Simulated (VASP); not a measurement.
# Pt (Im-3m) in VASP: settings compared

Pt is run at these levels: r2SCAN50, PBE0; tasks: single point.

Everything below comes from runs of VASP 6.6.1. Logs are shortened: lines on timing, memory, paths and dates and some standing lists are left out, and cuts for length are marked.

## (1) The cell of the first run

It takes space group Im-3m (No. 229, cubic). The conventional cell has a = 3.168 Å, b = 3.168 Å, c = 3.168 Å, α = 90.00°, β = 90.00°, γ = 90.00°. Pt (site symmetry m-3m) has 14 Pt at 2.74 to 3.17 Å within 3.6 Å.

This isn't the form of Pt at room conditions, which is fcc.

## (2) Single point, r2SCAN50

POSCAR

```
Pt
1.0
   -1.5842200000      1.5842200000      1.5842200000
    1.5842200000     -1.5842200000      1.5842200000
    1.5842200000      1.5842200000     -1.5842200000
Pt
1
Direct
    0.0000000000      0.0000000000      0.0000000000
```

INCAR.step1

```
SYSTEM = Pt
PREC = Accurate ; ENCUT = 470
EDIFF = 1E-5 ; ISMEAR = -1
SIGMA = 0.05 ; LREAL = .False.
LASPH = .True. ; NELM = 120
ALGO = Normal ; ISIF = 2
LWAVE = .True. ; LCHARG = .False.
GGA = PE ; NBANDS = 15
GGA_COMPAT = .False.
```

INCAR.step2

```
SYSTEM = Pt
PREC = Accurate ; ENCUT = 470
EDIFF = 1E-6 ; ISMEAR = -1
SIGMA = 0.05 ; LREAL = .False.
LASPH = .True. ; NELM = 120
ALGO = Normal ; ISIF = 2
LWAVE = .False. ; LCHARG = .False.
METAGGA = R2SCAN ; LHFCALC = .True.
AEXX = 0.5 ; LMIXTAU = .True.
PRECFOCK = Normal ; ISTART = 1
NBANDS = 15 ; GGA_COMPAT = .False.
```

KPOINTS

```
Automatic mesh
0
Gamma
  6 6 6
  0 0 0
```

Potentials or basis: VASP PAW PBE potentials, release 64 (Pt_sv_GW).

Command:

```
$ cat potpaw_PBE.64/Pt_sv_GW/POTCAR > POTCAR
$ cp INCAR.step1 INCAR
$ mpirun -np 1 vasp_std > vasp.out
$ cp INCAR.step2 INCAR
$ mpirun -np 1 vasp_std > vasp.out
```

OUTCAR:

```text
SYSTEM = Pt
   PREC = Accurate
   ENCUT = 470
   EDIFF = 1E-6
   ISMEAR = -1
   LREAL = .False.
   LASPH = .True.
   NELM = 120
   ISIF = 2
   METAGGA = R2SCAN
   LHFCALC = .True.
   AEXX = 0.5
   PRECFOCK = Normal
   ISTART = 1

 ion  position               nearest neighbor table
   1  0.000  0.000  0.000-

  LATTYP: Found a body centered cubic cell.
 ALAT       =     3.1684400000

  Lattice vectors:

 A1 = (  -1.5842200000,   1.5842200000,   1.5842200000)
 A2 = (   1.5842200000,  -1.5842200000,   1.5842200000)
 A3 = (   1.5842200000,   1.5842200000,  -1.5842200000)

Analysis of symmetry for initial positions (statically):
=====================================================================
 Subroutine PRICEL returns:
 Original cell was already a primitive cell.

 Routine SETGRP: Setting up the symmetry group for a
 body centered cubic supercell.

 Subroutine GETGRP returns: Found 48 space group operations
 (whereof 48 operations were pure point group operations)
 out of a pool of 48 trial point group operations.

The static configuration has the point symmetry O_h .

Analysis of symmetry for dynamics (positions and initial velocities):
=====================================================================
 Subroutine PRICEL returns:
 Original cell was already a primitive cell.

 Routine SETGRP: Setting up the symmetry group for a
 body centered cubic supercell.

 Subroutine GETGRP returns: Found 48 space group operations
 (whereof 48 operations were pure point group operations)
 out of a pool of 48 trial point group operations.

The dynamic configuration has the point symmetry O_h .

 Subroutine INISYM returns: Found 48 space group operations
 (whereof 48 operations are pure point group operations),
 and found     1 'primitive' translations

----------------------------------------------------------------------------------------

                                     Primitive cell

  volume of cell :      15.9040

  direct lattice vectors                    reciprocal lattice vectors
    -1.584220000  1.584220000  1.584220000     0.000000000  0.315612731  0.315612731
     1.584220000 -1.584220000  1.584220000     0.315612731  0.000000000  0.315612731
     1.584220000  1.584220000 -1.584220000     0.315612731  0.315612731  0.000000000

  length of vectors
     2.743949530  2.743949530  2.743949530     0.446343804  0.446343804  0.446343804

  position of ions in fractional coordinates (direct lattice)
     0.000000000  0.000000000  0.000000000

  ion indices of the primitive-cell ions
   primitive index   ion index
                 1           1

----------------------------------------------------------------------------------------

 KPOINTS: Automatic mesh

Automatic generation of k-mesh.
 Grid dimensions read from file:
 generate k-points for:    6    6    6

 Generating k-lattice:

  Cartesian coordinates                     Fractional coordinates (reciprocal lattice)
     0.000000000  0.052602122  0.052602122     0.166666667  0.000000000  0.000000000
     0.052602122  0.000000000  0.052602122     0.000000000  0.166666667  0.000000000
     0.052602122  0.052602122  0.000000000     0.000000000  0.000000000  0.166666667

  Length of vectors
     0.074390634  0.074390634  0.074390634

  Shift w.r.t. Gamma in fractional coordinates (k-lattice)
     0.000000000  0.000000000  0.000000000

 Subroutine IBZKPT returns following result:
 ===========================================

 Found     16 irreducible k-points:

 Following reciprocal coordinates:
            Coordinates               Weight
  0.000000  0.000000  0.000000      1.000000
  0.166667  0.000000  0.000000     12.000000
  0.333333  0.000000  0.000000     12.000000
  0.500000  0.000000  0.000000      6.000000
  0.166667  0.166667  0.000000     24.000000
  0.333333  0.166667  0.000000     48.000000
[... 8 lines left out ...]
  0.500000  0.500000  0.333333     12.000000
  0.500000  0.500000  0.500000      1.000000
   k-points           NKPTS =     16   k-points in BZ     NKDIM =    216   number of bands    NBANDS=     15
   number of dos      NEDOS =    301   number of ions     NIONS =      1
   total plane-waves  NPLWV =   8000
   dimension x,y,z NGX =    20 NGY =   20 NGZ =   20
   dimension x,y,z NGXF=    40 NGYF=   40 NGZF=   40
   ions per type =               1
   NGX,Y,Z   is equivalent  to a cutoff of  12.12, 12.12, 12.12 a.u.
   NGXF,Y,Z  is equivalent  to a cutoff of  24.23, 24.23, 24.23 a.u.
 SYSTEM =  Pt
   PREC   = accura    normal or accurate (medium, high low for compatibility)
   ISTART =      1    job   : 0-new  1-cont  2-samecut
   ICHARG =      0    charge: 1-file 2-atom 10-const
   ISPIN  =      1    spin polarized calculation?
   LNONCOLLINEAR =      F non collinear calculations
   LSORBIT =      F    spin-orbit coupling
   LASPH  =      T    aspherical Exc in radial PAW
   ENCUT  =  470.0 eV  34.54 Ry    5.88 a.u.   4.85  4.85  4.85*2*pi/ulx,y,z
   NELM   =    120;   NELMIN=  2; NELMDL=  0     # of ELM steps
   EDIFF  = 0.1E-05   stopping-criterion for ELM
   LREAL  =      F    real-space projection
   EDIFFG = 0.1E-04   stopping-criterion for IOM
   NSW    =      0    number of steps for IOM
   IBRION =     -1    ionic relax: 0-MD 1-quasi-New 2-CG
   NFREE  =      0    steps in history (QN), initial steepest desc. (CG)
   ISIF   =      2    stress and relaxation
   ISYM   =      3    0-nonsym 1-usesym 2-fastsym
   POTIM  = 0.5000    time-step for ionic-motion
   TEBEG  =    0.0;   TEEND  =   0.0 temperature during run
   PSTRESS=    0.0 pullay stress
   NELECT =      18.0000    total number of electrons
   NUPDOWN=      -1.0000    fix difference up-down
   EMIN   =  10.00;   EMAX   =-10.00  energy-range for DOS
   EFERMI =   0.00;   METHOD = LEGACY
   ISMEAR =    -1;   SIGMA  =   0.05  broadening in eV -4-tet -1-fermi 0-gaus
   EFERMI_NEDOS =   21; number of points for ismear=-14 and -15
   IALGO  =     38    algorithm
   IMIX   =      1    mixing-type and parameters
     AMIX     =   0.40;   BMIX     =  1.00
     AMIX_MAG =   1.60;   BMIX_MAG =  1.00
  volume/ion in A,a.u.               =      15.90       107.33
  Fermi-wavevector in a.u.,A,eV,Ry     =   1.706070  3.224005 39.602135  2.910675
  Thomas-Fermi vector in A             =   2.785174
   LORBIT       =      0    0 simple, 1 ext, 2 COOP (PROOUT), +10 PAW based schemes
   METAGGA = R2SCAN    functional components
   LHFCALC =     T    Hartree Fock is set to
   PRECFOCK=normal    Normal, Fast or Accurate (Low or Medium for compatibility)
   ENCUT4O =  -1.0   cutoff for four orbital integrals eV
   NKREDX  =     1    reduce k-point grid by
   NKREDY  =     1    reduce k-point grid by
   NKREDZ  =     1    reduce k-point grid by
   AEXX    =    0.5000 exact exchange contribution
   HFSCREEN=    0.0000 screening length (either q_TF or 0.3 A-1)
   HFSCREENC=   0.0000 screening length for correlation (either q_TF or 0.3 A-1)
   ENCUTFOCK=  -1.0 apply spherical cutoff to Coloumb kernel
   IVDW    =     0    specifies the selected vdW correction
   LEPSILON=     F    determine dielectric tensor
   LRPA    =     F    only Hartree local field effects (RPA)
 non-spin polarized calculation
  energy-cutoff  :      470.00
  volume of cell :       15.90
 maximum number of plane-waves:       380
  NGX = 16; NGY = 16; NGZ = 16

 number of electron      17.9999998 magnetization

 Free energy of the ion-electron system (eV)
  ---------------------------------------------------
  ext. energy  EPLUGINS =         0.00000000
  ---------------------------------------------------
  free energy    TOTEN  =       -28.46511323 eV

  energy without entropy =      -28.46192614  energy(sigma->0) =      -28.46351969

 E-fermi :   8.6256     XC(G=0):  -8.1566

 val. band max:        7.0821253089   @ k =   0.3333   0.0000   0.0000
 cond. band min:       8.7454728631   @ k =  -0.3333   0.5000   0.1667
 fundamental gap:      1.6633475542
 Fermi energy:         8.6255780263

 k-point     1 :       0.0000    0.0000    0.0000
  band No.  band energies     occupation
      1     -99.7723      2.00000
      2     -50.8632      2.00000
      3     -50.8632      2.00000
      4     -50.8632      2.00000
      5      -3.2551      2.00000
      6       2.8593      2.00000
      7       2.8593      2.00000
      8       2.8593      2.00000
      9       5.2870      2.00000
     10       5.2870      2.00000
     11      29.1418      0.00000
     12      29.1418      0.00000
     13      29.1418      0.00000
     14      40.0972      0.00000
     15      40.0972      0.00000

 k-point     2 :       0.1667    0.0000    0.0000
  band No.  band energies     occupation
      1     -99.7614      2.00000
      2     -51.0130      2.00000
      3     -50.9190      2.00000
      4     -50.8675      2.00000
      5      -1.9206      2.00000
      6       2.4041      2.00000
      7       2.9033      2.00000
      8       4.0167      2.00000
      9       4.9174      2.00000
     10       5.3890      2.00000
     11      29.2103      0.00000
     12      29.2116      0.00000
     13      30.9004      0.00000
     14      35.4733      0.00000
     15      35.5911      0.00000

 k-point     3 :       0.3333    0.0000    0.0000
  band No.  band energies     occupation
      1     -99.7397      2.00000
      2     -51.3167      2.00000
      3     -51.0309      2.00000
      4     -50.8791      2.00000
      5      -0.3894      2.00000
      6       1.5863      2.00000
      7       4.6121      2.00000
      8       5.4500      2.00000
      9       5.6987      2.00000
     10       7.0821      2.00000
     11      23.2352      0.00000
     12      26.6366      0.00000
     13      31.5164      0.00000
     14      35.1381      0.00000
     15      36.3634      0.00000
[... 199 lines left out ...]
 k-point    15 :       0.5000    0.5000    0.3333
  band No.  band energies     occupation
      1     -99.7029      2.00000
      2     -51.3682      2.00000
      3     -51.2700      2.00000
      4     -51.2198      2.00000
      5       0.1546      2.00000
      6       0.4353      2.00000
      7       5.8580      2.00000
      8       6.4228      2.00000
      9      10.0792      0.00000
     10      17.7480      0.00000
     11      18.1483      0.00000
     12      21.9952      0.00000
     13      29.0341      0.00000
     14      31.7301      0.00000
     15      32.5769      0.00000

 k-point    16 :       0.5000    0.5000    0.5000
  band No.  band energies     occupation
      1     -99.6940      2.00000
      2     -51.3343      2.00000
      3     -51.3343      2.00000
      4     -51.3343      2.00000
      5      -0.4454      2.00000
      6      -0.4454      2.00000
      7       9.8637      0.00000
      8       9.8637      0.00000
      9       9.8637      0.00000
     10      19.0603      0.00000
     11      19.0603      0.00000
     12      19.0603      0.00000
     13      25.7742      0.00000
     14      31.5328      0.00000
     15      31.5328      0.00000

------------------------ aborting loop because EDIFF is reached ----------------------------------------

  FORCE on cell =-STRESS in cart. coord.  units (eV):
  Direction    XX          YY          ZZ          XY          YZ          ZX
  --------------------------------------------------------------------------------------
  -------------------------------------------------------------------------------------
  Total       -1.9093383     -1.9093383     -1.9093383      0.0000000      0.0000000     -0.0000000
  in kB     -192.3477061   -192.3477061   -192.3477061      0.0000000      0.0000000     -0.0000000
  external PRESSURE =    -192.3477061 kB  Pullay stress =       0.0000000 kB

 VOLUME and BASIS-vectors are now :
 -----------------------------------------------------------------------------
  energy-cutoff  :      470.00
  volume of cell :       15.90
      direct lattice vectors                 reciprocal lattice vectors
    -1.584220000  1.584220000  1.584220000     0.000000000  0.315612731  0.315612731
     1.584220000 -1.584220000  1.584220000     0.315612731  0.000000000  0.315612731
     1.584220000  1.584220000 -1.584220000     0.315612731  0.315612731  0.000000000

 POSITION                                       TOTAL-FORCE (eV/Angst)
 -----------------------------------------------------------------------------------
      0.00000      0.00000      0.00000        -0.000000      0.000000      0.000000
 -----------------------------------------------------------------------------------
    total drift:                               -0.000000      0.000000     -0.000000

  FREE ENERGIE OF THE ION-ELECTRON SYSTEM (eV)
  ---------------------------------------------------
  free  energy   TOTEN  =       -28.4651132293 eV

  energy  without entropy=      -28.4619261447  energy(sigma->0) =      -28.46351969
```

Wall time 7 min (1 thread of Intel Xeon 6975P-C (Granite Rapids), shared host); peak memory 0.14 GiB.

Results:

- Free energy: -28.4651 eV
- Pressure: -19.2 GPa
- Band gap on the k mesh: zero (bands 9 and 10 overlap by 5.11 eV)

Levels at points of the mesh, in eV from the Fermi level:
| k point | band 6 | band 7 | band 8 | band 9 | band 10 | band 11 | band 12 | band 13 |
| --- | --- | --- | --- | --- | --- | --- | --- | --- |
| (0.00, 0.00, 0.00) | -5.77 | -5.77 | -5.77 | -3.34 | -3.34 | 20.52 | 20.52 | 20.52 |
| (0.50, 0.00, 0.00) | -7.41 | -3.30 | -2.76 | 1.50 | 1.86 | 9.43 | 16.51 | 19.59 |
| (0.50, 0.50, 0.50) | -9.07 | 1.24 | 1.24 | 1.24 | 10.43 | 10.43 | 10.43 | 17.15 |

Caveat: the k points lie up to 0.47 Å⁻¹ apart, too coarse for converged energies and pressures of a metal; the PAW data sets were made with another functional, which shifts forces and pressure a little; spin-orbit coupling is left out, which moves the levels of the heavy elements.

## (3) Single point, PBE0

This run uses another cell than the first one, of 16.54 Å³/atom.

POSCAR

```
Pt
1.0
   -1.6050673907      1.6050673907      1.6050673907
    1.6050673907     -1.6050673907      1.6050673907
    1.6050673907      1.6050673907     -1.6050673907
Pt
1
Direct
    0.0000000000      0.0000000000      0.0000000000
```

INCAR.step1

```
SYSTEM = Pt
PREC = Accurate
ENCUT = 520
EDIFF = 1E-5
ISMEAR = -1
SIGMA = 0.05
LREAL = .FALSE.
LASPH = .TRUE.
NELM = 60
ALGO = Normal
ISIF = 2
LWAVE = .TRUE.
LCHARG = .FALSE.
NBANDS = 11
GGA = PE
```

INCAR.step2

```
SYSTEM = Pt
PREC = Accurate
ENCUT = 520
EDIFF = 1E-6
ISMEAR = -1
SIGMA = 0.05
LREAL = .FALSE.
LASPH = .TRUE.
NELM = 60
ALGO = Normal
ISIF = 2
LWAVE = .FALSE.
LCHARG = .FALSE.
GGA = PE
LHFCALC = .TRUE.
AEXX = 0.25
PRECFOCK = Normal
NBANDS = 11
ISTART = 1
```

KPOINTS

```
Automatic mesh
0
G
  8 8 8
  0 0 0
```

Potentials or basis: VASP PAW PBE potentials, release 64 (Pt).

Command:

```
$ cat potpaw_PBE.64/Pt/POTCAR > POTCAR
$ cp INCAR.step1 INCAR
$ mpirun -np 1 vasp_std > vasp.out
$ cp INCAR.step2 INCAR
$ mpirun -np 1 vasp_std > vasp.out
```

Run time: 33 min. Hardware: 1 thread of Intel Xeon 8259CL, shared host; peak memory 0.13 GiB.

Results (log left out):

```
Free energy            : -7.2572 eV
Pressure               : -15.1 GPa
Band gap on the k mesh : zero (bands 5 and 6 overlap by 3.35 eV)
```

Levels at points of the mesh, in eV from the Fermi level:
| k point | band 1 | band 2 | band 3 | band 4 | band 5 | band 6 | band 7 | band 8 | band 9 | band 10 |
| --- | --- | --- | --- | --- | --- | --- | --- | --- | --- | --- |
| (0.00, 0.00, 0.00) | -10.29 | -4.29 | -4.29 | -4.29 | -2.14 | -2.14 | 18.71 | 18.71 | 18.71 | 28.40 |
| (0.50, 0.00, 0.00) | -7.45 | -5.78 | -2.20 | -1.71 | 0.78 | 1.36 | 7.37 | 14.72 | 17.25 | 25.72 |
| (0.50, 0.50, 0.50) | -7.15 | -7.15 | 0.64 | 0.64 | 0.64 | 8.80 | 8.80 | 8.80 | 14.19 | 20.03 |

Caveat: the cell stands under tension; the PAW data sets were made with another functional, which shifts forces and pressure a little; spin-orbit coupling is left out, which moves the levels of the heavy elements.

The gap in the log of VASP goes by the Fermi energy; the results here count the filled bands.